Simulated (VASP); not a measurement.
A run of VASP 6.6.1 is set up as follows.

File INCAR:

```
ALGO = Normal ; EDIFF = 1E-6
ENCUT = 520 ; GGA = PE
ISIF = 2 ; ISMEAR = 1
LASPH = T ; LCHARG = F
LREAL = F ; LWAVE = F
NBANDS = 19 ; NELM = 60
PREC = Accurate ; SIGMA = 0.1
```

KPOINTS

```
k-points
0
Gamma
  7 7 4
```

Contents of POSCAR:

```
TiTe2
1.0
    3.7770000000      0.0000000000      0.0000000000
   -1.8885000000      3.2709779500      0.0000000000
    0.0000000000      0.0000000000      6.4980000000
Ti Te
1 2
Direct
    0.0000000000      0.0000000000      0.0000000000
    0.6666666667      0.3333333333      0.2628000000
    0.3333333333      0.6666666667      0.7372000000
```

Potentials or basis: VASP PAW PBE potentials, release 64 (Ti_sv, Te).

Launch:

```console
$ cat potpaw_PBE.64/Ti_sv/POTCAR potpaw_PBE.64/Te/POTCAR > POTCAR
$ mpirun -np 1 vasp_std > vasp.out
```

**Question.** What does it give for the largest force?

**Answer.** 0.017 eV/Å.

**Question.** What does it give for the pressure?

**Answer.** 0.9 GPa.

**Question.** Estimate the band gap on the k mesh.

**Answer.** Zero (band 12 reaches 7.21 eV, above the bottom of band 13 at 6.64 eV).

Stress tensor (GPa, compression positive):
```
0.80 0.00 0.00
0.00 0.80 0.00
0.00 0.00 0.98
```

Caveat: spin-orbit coupling is left out, which moves the levels of the heavy elements; this functional lacks dispersion, which binds the layers, so the pressure and a relaxed spacing across them are unreliable.
